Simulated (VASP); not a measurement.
The system is Mg.

```
CELL_PARAMETERS angstrom
3.20927 0.00000 0.00000
-1.60464 2.77931 0.00000
0.00000 0.00000 5.21033
ATOMIC_POSITIONS crystal
Mg 0.33333 0.66667 0.25000
Mg 0.66667 0.33333 0.75000
```

Base run:

| Quantity | Value |
| --- | --- |
| Program | VASP 6.6.1 |
| Functional | PBE |
| Potentials or basis | VASP PAW PBE potentials, release 64 (Mg) |
| Cutoff | 520 eV |
| k mesh | 12 × 12 × 7 |
| Occupations | fermi-dirac, width 0.08 eV |
| Spin | no spin polarisation |

Its results: band gap on the k mesh zero (band 2 reaches 3.57 eV, above the bottom of band 3 at 1.33 eV); pressure -0.6 GPa.

Question: The run is repeated on the same cell with these changes: functional from PBE to r2SCAN. What comes out?

Answer: Band gap on the k mesh zero (band 2 reaches 3.61 eV, above the bottom of band 3 at 1.39 eV); pressure -1.4 GPa.

Caveats: the PAW data sets were made with another functional, which shifts forces and pressure a little (some runs).
